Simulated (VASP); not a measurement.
# H21O10F in VASP: further runs

Runs on H21O10F. Level: PBE. Tasks: single point.

Program: VASP 6.6.1. These are calculated values, not measurements. Logs are shortened: lines on timing, memory, paths and dates and some standing lists are left out, and cuts for length are marked.

## 1. The cell of the first run

The cell holds an amorphous packing of atoms, 32 atoms: a = 6.938 Å, b = 6.938 Å, c = 6.938 Å, α = 90.00°, β = 90.00°, γ = 90.00°.

## 2. Single point, PBE

INCAR

```
SYSTEM = H21O10F
PREC     = Accurate       ! precision mode
ENCUT    = 520            ! plane-wave cutoff, eV
EDIFF    = 1E-6           ! SCF threshold, eV
ISMEAR   = -1             ! smearing method
SIGMA    = 0.02           ! smearing width, eV
LREAL    = Auto         
LASPH    = .TRUE.         ! aspherical terms in the spheres
NELM     = 60             ! most SCF steps
ALGO     = Normal         ! electronic algorithm
ISIF     = 2              ! what is computed and relaxed
LWAVE    = .FALSE.        ! write WAVECAR
LCHARG   = .FALSE.        ! write CHGCAR
GGA      = PE             ! functional
NBANDS   = 66             ! bands
```

KPOINTS

```
Automatic mesh
0
G
  1 1 1
  0 0 0
```

POSCAR

```
H21O10F
1.0
    6.9382320000      0.0000000000      0.0000000000
    0.0000000000      6.9382320000      0.0000000000
    0.0000000000      0.0000000000      6.9382320000
O H F
10 21 1
Direct
    0.0119627017      0.2396864216      0.0555328793
    0.5904530145      0.7205870314      0.5547666898
    0.3342061782      0.4347649372      0.1527334341
    0.9344743733     -0.0695133861      0.2590285248
    0.7383581293      1.0835036937      0.7246370545
    0.3353447968     -0.0484417356      0.3566038149
    0.0867223811      0.3809616052      0.6732406757
    0.2632226769      0.8691407263      0.9273399909
    0.7052372996      0.5158807027      0.8549440261
    0.4398815145      0.2785724086      0.5247446324
    0.1466223672      0.2838187019      0.0820526036
   -0.0575939231      0.3478119498      0.1146545691
    0.5428039881      0.5854517404      0.5458018700
    0.4864063352      0.7925506094      0.4781333343
    0.4383681606      0.4386564185      0.0621772232
    0.3858908148      0.3906182440      0.2726919480
    0.9548109663      0.0346485964      0.1487554755
    1.0696529029     -0.0661119432      0.3030887408
    0.7485912838      0.9515824781      0.6776654341
    0.8266515158      1.0934630033      0.8370720379
    0.3517034311      0.0731886740      0.4273422970
    0.3958789501     -0.0150182352      0.2342095220
    0.0970564259      0.3328081275      0.8071652836
   -0.0069902534      0.2991396079      0.6066386941
    0.3557534542      0.8697604808      0.8170669415
    0.1981917007      0.7518630106      0.9190958158
    0.6908532318      0.6194229308      0.7616205396
    0.7911381459      0.5562368050      0.9577800223
    0.5051719228      0.2175770427      0.6338069987
    0.3428395015      0.3664766471      0.5885505126
    0.8978367976      0.7725311001      0.2054125604
    0.8898376416      0.6084979574      0.1567978701
```

Potentials or basis: VASP PAW PBE potentials, release 64 (O, H, F).

On the command line:

```
cat potpaw_PBE.64/O/POTCAR potpaw_PBE.64/H/POTCAR potpaw_PBE.64/F/POTCAR > POTCAR
mpirun -np 1 vasp_gam > vasp.out
```

OUTCAR:

```text
SYSTEM = H21O10F
   PREC = Accurate
   ENCUT = 520
   EDIFF = 1E-6
   ISMEAR = -1
   LREAL = Auto
   LASPH = .TRUE.
   NELM = 60
   ISIF = 2
   GGA = PE

 ion  position               nearest neighbor table
   1  0.012  0.240  0.056-  12 0.98  11 1.00
   2  0.590  0.721  0.555-  13 1.00  14 1.03
   3  0.334  0.435  0.153-  16 0.96  15 0.96
   4  0.934  0.930  0.259-  18 0.99  17 1.06  31 1.18
   5  0.738  0.084  0.725-  19 0.97  20 0.99
   6  0.335  0.952  0.357-  22 0.98  21 0.98
   7  0.087  0.381  0.673-  24 0.98  23 0.99
   8  0.263  0.869  0.927-  26 0.93  25 1.00
   9  0.705  0.516  0.855-  28 0.97  27 0.97
  10  0.440  0.279  0.525-  29 0.98  30 1.01
  11  0.147  0.284  0.082-   1 1.00
  12  0.942  0.348  0.115-   1 0.98
  13  0.543  0.585  0.546-   2 1.00
  14  0.486  0.793  0.478-   2 1.03
  15  0.438  0.439  0.062-   3 0.96
  16  0.386  0.391  0.273-   3 0.96
[... 12 lines left out ...]
  29  0.505  0.218  0.634-  10 0.98
  30  0.343  0.366  0.589-  10 1.01
  31  0.898  0.773  0.205-   4 1.18  32 1.19
  32  0.890  0.608  0.157-  31 1.19

  LATTYP: Found a simple cubic cell.
 ALAT       =     6.9382320000

  Lattice vectors:

 A1 = (   6.9382320000,   0.0000000000,   0.0000000000)
 A2 = (   0.0000000000,   6.9382320000,   0.0000000000)
 A3 = (   0.0000000000,   0.0000000000,   6.9382320000)

Analysis of symmetry for initial positions (statically):
=====================================================================
 Subroutine PRICEL returns:
 Original cell was already a primitive cell.

 Routine SETGRP: Setting up the symmetry group for a
 simple cubic supercell.

 Subroutine GETGRP returns: Found  1 space group operations
 (whereof  1 operations were pure point group operations)
 out of a pool of 48 trial point group operations.

The static configuration has the point symmetry C_1 .

Analysis of symmetry for dynamics (positions and initial velocities):
=====================================================================
 Subroutine PRICEL returns:
 Original cell was already a primitive cell.

 Routine SETGRP: Setting up the symmetry group for a
 simple cubic supercell.

 Subroutine GETGRP returns: Found  1 space group operations
 (whereof  1 operations were pure point group operations)
 out of a pool of 48 trial point group operations.

The dynamic configuration has the point symmetry C_1 .

 Subroutine INISYM returns: Found  1 space group operations
 (whereof  1 operations are pure point group operations),
 and found     1 'primitive' translations

----------------------------------------------------------------------------------------

                                     Primitive cell

  volume of cell :     334.0000

  direct lattice vectors                    reciprocal lattice vectors
     6.938232000  0.000000000  0.000000000     0.144128937  0.000000000  0.000000000
     0.000000000  6.938232000  0.000000000     0.000000000  0.144128937  0.000000000
     0.000000000  0.000000000  6.938232000     0.000000000  0.000000000  0.144128937

  length of vectors
     6.938232000  6.938232000  6.938232000     0.144128937  0.144128937  0.144128937

  position of ions in fractional coordinates (direct lattice)
     0.011962702  0.239686422  0.055532879
     0.590453014  0.720587031  0.554766690
     0.334206178  0.434764937  0.152733434
     0.934474373  0.930486614  0.259028525
     0.738358129  0.083503694  0.724637055
     0.335344797  0.951558264  0.356603815
[... 24 lines left out ...]
     0.897836798  0.772531100  0.205412560
     0.889837642  0.608497957  0.156797870

  ion indices of the primitive-cell ions
   primitive index   ion index
                 1           1
                 2           2
                 3           3
                 4           4
                 5           5
                 6           6
[... 24 lines left out ...]
                31          31
                32          32

----------------------------------------------------------------------------------------

 KPOINTS: Automatic mesh

Automatic generation of k-mesh.
 Grid dimensions read from file:
 generate k-points for:    1    1    1

 Generating k-lattice:

  Cartesian coordinates                     Fractional coordinates (reciprocal lattice)
     0.144128937  0.000000000  0.000000000     1.000000000  0.000000000  0.000000000
     0.000000000  0.144128937  0.000000000     0.000000000  1.000000000  0.000000000
     0.000000000  0.000000000  0.144128937     0.000000000  0.000000000  1.000000000

  Length of vectors
     0.144128937  0.144128937  0.144128937

  Shift w.r.t. Gamma in fractional coordinates (k-lattice)
     0.000000000  0.000000000  0.000000000

 Subroutine IBZKPT returns following result:
 ===========================================

 Found      1 irreducible k-points:

 Following reciprocal coordinates:
            Coordinates               Weight
  0.000000  0.000000  0.000000      1.000000
   k-points           NKPTS =      1   k-points in BZ     NKDIM =      1   number of bands    NBANDS=     66
   number of dos      NEDOS =    301   number of ions     NIONS =     32
   total plane-waves  NPLWV = 157464
   dimension x,y,z NGX =    54 NGY =   54 NGZ =   54
   dimension x,y,z NGXF=   108 NGYF=  108 NGZF=  108
   ions per type =              10  21   1
   NGX,Y,Z   is equivalent  to a cutoff of  12.94, 12.94, 12.94 a.u.
   NGXF,Y,Z  is equivalent  to a cutoff of  25.88, 25.88, 25.88 a.u.
 SYSTEM =  H21O10F
   PREC   = accura    normal or accurate (medium, high low for compatibility)
   ISTART =      0    job   : 0-new  1-cont  2-samecut
   ICHARG =      2    charge: 1-file 2-atom 10-const
   ISPIN  =      1    spin polarized calculation?
   LNONCOLLINEAR =      F non collinear calculations
   LSORBIT =      F    spin-orbit coupling
   LASPH  =      T    aspherical Exc in radial PAW
   ENCUT  =  520.0 eV  38.22 Ry    6.18 a.u.  12.90 12.90 12.90*2*pi/ulx,y,z
   NELM   =     60;   NELMIN=  2; NELMDL= -5     # of ELM steps
   EDIFF  = 0.1E-05   stopping-criterion for ELM
   LREAL  =      T    real-space projection
   EDIFFG = 0.1E-04   stopping-criterion for IOM
   NSW    =      0    number of steps for IOM
   IBRION =     -1    ionic relax: 0-MD 1-quasi-New 2-CG
   NFREE  =      0    steps in history (QN), initial steepest desc. (CG)
   ISIF   =      2    stress and relaxation
   ISYM   =      2    0-nonsym 1-usesym 2-fastsym
   POTIM  = 0.5000    time-step for ionic-motion
   TEBEG  =    0.0;   TEEND  =   0.0 temperature during run
   PSTRESS=    0.0 pullay stress
   NELECT =      88.0000    total number of electrons
   NUPDOWN=      -1.0000    fix difference up-down
   EMIN   =  10.00;   EMAX   =-10.00  energy-range for DOS
   EFERMI =   0.00;   METHOD = LEGACY
   ISMEAR =    -1;   SIGMA  =   0.02  broadening in eV -4-tet -1-fermi 0-gaus
   EFERMI_NEDOS =   21; number of points for ismear=-14 and -15
   IALGO  =     38    algorithm
   IMIX   =      4    mixing-type and parameters
     AMIX     =   0.40;   BMIX     =  1.00
     AMIX_MAG =   1.60;   BMIX_MAG =  1.00
  volume/ion in A,a.u.               =      10.44        70.44
  Fermi-wavevector in a.u.,A,eV,Ry     =   1.049511  1.983288 14.986448  1.101473
  Thomas-Fermi vector in A             =   2.184476
   LORBIT       =      0    0 simple, 1 ext, 2 COOP (PROOUT), +10 PAW based schemes
   GGA     = PE    functional components
   LHFCALC =     F    Hartree Fock is set to
   AEXX    =    0.0000 exact exchange contribution
   IVDW    =     0    specifies the selected vdW correction
   LEPSILON=     F    determine dielectric tensor
   LRPA    =     F    only Hartree local field effects (RPA)
 non-spin polarized calculation
  energy-cutoff  :      520.00
  volume of cell :      334.00
 maximum number of plane-waves:      4523
 NGX is ok and might be reduce to    50
   NGX = 25   NGY = 25   NGZ = 25

 number of electron      88.0000022 magnetization

 Free energy of the ion-electron system (eV)
  ---------------------------------------------------
  ext. energy  EPLUGINS =         0.00000000
  ---------------------------------------------------
  free energy    TOTEN  =      -153.78283402 eV

  energy without entropy =     -153.78283402  energy(sigma->0) =     -153.78283402

 E-fermi :  -2.5100     XC(G=0):  -6.6840

 val. band max:       -2.9947830367   @ k =   0.0000   0.0000   0.0000
 cond. band min:       0.7611418663   @ k =   0.0000   0.0000   0.0000
 fundamental gap:      3.7559249031
 Fermi energy:        -2.5100120116

 k-point     1 :       0.0000    0.0000    0.0000
  band No.  band energies     occupation
      1     -24.4101      2.00000
      2     -23.1979      2.00000
      3     -22.9738      2.00000
      4     -22.8908      2.00000
      5     -22.5299      2.00000
      6     -22.5108      2.00000
[... 48 lines left out ...]
     55       6.1321      0.00000
     56       6.4814      0.00000
 [bands above 56 left out]

------------------------ aborting loop because EDIFF is reached ----------------------------------------

  FORCE on cell =-STRESS in cart. coord.  units (eV):
  Direction    XX          YY          ZZ          XY          YZ          ZX
  --------------------------------------------------------------------------------------
  -------------------------------------------------------------------------------------
  Total       -0.0502867      0.6399472      1.9385054     -0.6607517      0.4252297      1.3043846
  in kB       -0.2412223      3.0697873      9.2988907     -3.1695852      2.0398007      6.2570524
  external PRESSURE =       4.0424852 kB  Pullay stress =       0.0000000 kB

 VOLUME and BASIS-vectors are now :
 -----------------------------------------------------------------------------
  energy-cutoff  :      520.00
  volume of cell :      334.00
      direct lattice vectors                 reciprocal lattice vectors
     6.938232000  0.000000000  0.000000000     0.144128937  0.000000000  0.000000000
     0.000000000  6.938232000  0.000000000     0.000000000  0.144128937  0.000000000
     0.000000000  0.000000000  6.938232000     0.000000000  0.000000000  0.144128937

 POSITION                                       TOTAL-FORCE (eV/Angst)
 -----------------------------------------------------------------------------------
      0.08300      1.66300      0.38530         0.171299     -0.172222     -0.043936
      4.09670      4.99960      3.84910        -1.652806     -0.206064     -0.884426
      2.31880      3.01650      1.05970        -1.235522     -0.027705     -0.518608
      6.48360      6.45593      1.79720         0.223991      1.269475     -1.193141
      5.12290      0.57937      5.02770         0.478626      0.040520      0.613300
      2.32670      6.60213      2.47420        -0.225402     -0.237554     -0.334430
[... 24 lines left out ...]
      6.22940      5.36000      1.42520         0.408886     -0.505158     -0.071919
      6.17390      4.22190      1.08790         0.066541      0.286217      0.276955
 -----------------------------------------------------------------------------------
    total drift:                                0.011530      0.004551     -0.019690

  FREE ENERGIE OF THE ION-ELECTRON SYSTEM (eV)
  ---------------------------------------------------
  free  energy   TOTEN  =      -153.7828340193 eV

  energy  without entropy=     -153.7828340193  energy(sigma->0) =     -153.78283402
```

Wall time 28 s (1 thread of Intel Xeon 6975P-C (Granite Rapids), shared host); peak memory 0.35 GiB.

Results:

| Quantity | Value |
| --- | --- |
| Free energy | -153.7828 eV |
| Pressure | 0.4 GPa |
| Largest force | 3.030 eV/Å |
| Band gap on the k mesh | 3.76 eV |

Forces on the atoms (eV/Å):
```
O    0.171 -0.172 -0.044
O   -1.653 -0.206 -0.884
O   -1.236 -0.028 -0.519
O    0.224  1.269 -1.193
O    0.479  0.041  0.613
O   -0.225 -0.238 -0.334
O    0.748  0.138  0.088
O    1.853  2.260 -0.800
O   -0.991 -0.882 -0.293
O   -0.672  1.056  0.431
H    0.199 -0.106  0.202
H   -0.346  0.290 -0.016
H    0.621  0.624 -0.049
H    0.938 -0.203  0.458
H    1.057  0.263 -0.648
H    0.598 -0.331  0.866
H   -0.500 -0.589  1.004
H    0.412 -0.550  0.496
H   -0.039 -0.179 -0.084
H   -0.579  0.122 -0.709
H    0.075  0.603  0.553
H   -0.159 -0.527 -0.322
H   -0.701  0.009 -0.625
H    0.001  0.145  0.456
H   -0.682 -0.188  0.902
H   -1.066 -2.088 -0.070
H    0.110  0.181  0.181
H    0.232  0.517  0.459
H    0.859 -0.002  0.071
H   -0.204 -1.009 -0.395
H    0.409 -0.505 -0.072
F    0.067  0.286  0.277
```

Caveat: the k points lie up to 0.91 Å⁻¹ apart.

## 3. Single point, PBE

INCAR

```
SYSTEM = H21O10F
PREC     = Accurate       ! precision mode
ENCUT    = 520            ! plane-wave cutoff, eV
EDIFF    = 1E-6           ! SCF threshold, eV
ISMEAR   = -1             ! smearing method
SIGMA    = 0.02           ! smearing width, eV
LREAL    = Auto         
LASPH    = .True.         ! aspherical terms in the spheres
NELM     = 100            ! most SCF steps
ALGO     = Normal         ! electronic algorithm
ISIF     = 2              ! what is computed and relaxed
LWAVE    = .False.        ! write WAVECAR
LCHARG   = .False.        ! write CHGCAR
GGA      = PE             ! functional
NBANDS   = 66             ! bands
```

KPOINTS

```
Automatic mesh
0
Gamma
  1 1 1
  0 0 0
```

POSCAR

```
H21O10F
1.0
    6.9382320000      0.0000000000      0.0000000000
    0.0000000000      6.9382320000      0.0000000000
    0.0000000000      0.0000000000      6.9382320000
O H F
10 21 1
Direct
    0.0165748277      0.2573133905      0.0564408916
    0.5900782793      0.7450745377      0.5518264595
    0.3692871613      0.4402130110      0.1511480158
    0.9465956169     -0.0476202007      0.2451489083
    0.7275628719      1.1142031572      0.7387761032
    0.3258611127     -0.0611394949      0.3493541294
    0.0977914835      0.4068615751      0.6620562702
    0.3084791630      0.8495391910      0.8786244104
    0.6789625945      0.4911625901      0.8492653460
    0.4341740086      0.2950031074      0.5054601806
    0.1535117304      0.2706309042      0.0737651897
   -0.0244154419      0.3864096790      0.1066410002
    0.5629243877      0.6149981724      0.5222944404
    0.4777009474      0.8205404489      0.5125945630
    0.4705665651      0.4544241242      0.0522611524
    0.4445224662      0.4173397488      0.2666529456
    0.9449237212      0.0313912824      0.1359568259
    1.0805490505     -0.0551293182      0.2973379962
    0.7281105619      0.9765600228      0.7023114822
    0.7829948609      1.1168407168      0.8664022765
    0.3802265476      0.0760136012      0.3837865324
    0.3660730861     -0.0863044072      0.2175049782
    0.0393327868      0.3599043676      0.7812509008
    0.0321984044      0.3584198395      0.5524750398
    0.4090667478      0.7588532641      0.8200071719
    0.2103994216      0.7540970092      0.8850237352
    0.7648634407      0.5356840186      0.7508973468
    0.7489371932      0.5257823607      0.9678258092
    0.5456577410      0.2296694605      0.5770634363
    0.3444969842      0.3321018957      0.6094924471
    0.8976350171      0.7597036248      0.1834184847
    0.9196002670      0.6124326774      0.1452963810
```

Potentials or basis: VASP PAW PBE potentials, release 64 (O, H, F).

On the command line:

```
cat potpaw_PBE.64/O/POTCAR potpaw_PBE.64/H/POTCAR potpaw_PBE.64/F/POTCAR > POTCAR
mpirun -np 1 vasp_gam > vasp.out
```

Wall time 26 s (1 thread of Intel Xeon 6975P-C (Granite Rapids), shared host); peak memory 0.36 GiB.

The run converged. Its results:

| Property | Result |
| --- | --- |
| Free energy | -153.4346 eV |
| Pressure | 1.1 GPa |
| Largest force | 3.838 eV/Å |
| Band gap on the k mesh | 4.40 eV |

Forces on the atoms (eV/Å):
```
O   -0.919  1.146 -0.528
O    0.909  1.361  0.828
O    0.569  0.136 -1.066
O   -0.958 -3.136  1.994
O   -0.116 -1.064 -0.803
O    0.374  1.970  0.507
O    1.036  1.062  0.998
O    2.084 -0.910 -0.691
O   -0.384 -0.120  1.333
O    1.857 -1.045  0.696
H    1.296 -0.053  0.133
H   -0.001 -0.798 -0.171
H   -0.491 -1.420 -0.319
H   -0.336 -0.050 -0.615
H   -0.592  0.010 -0.081
H   -0.232 -0.299  0.747
H    0.446  1.948 -1.525
H    0.041  0.165 -0.172
H   -0.073  0.325 -0.088
H    0.090  0.439  0.263
H   -1.010 -1.380 -0.274
H    0.167 -0.171 -0.370
H   -0.195 -0.502 -0.071
H   -0.811 -0.650 -0.678
H   -0.483  1.512  0.510
H   -1.486 -0.590  0.368
H    0.325  0.347 -0.695
H   -0.012  0.135 -0.184
H   -0.886  0.791 -0.311
H   -0.489  0.032 -0.219
H    0.982  0.128  0.418
F   -0.703  0.679  0.071
```

Stress tensor (GPa, compression positive):
```
 1.10  0.37 -0.04
 0.37  0.32 -1.91
-0.04 -1.91  1.79
```

Levels at points of the mesh, in eV from the valence-band top:
```tsv
k point	band 41	band 42	band 43	band 44	band 45	band 46	band 47	band 48
(0.00, 0.00, 0.00)	-0.64	-0.57	-0.25	0.00	4.40	7.22	7.44	7.68
```

Caveat: the k points lie up to 0.91 Å⁻¹ apart.

(Part 1 of 2 ends here.)
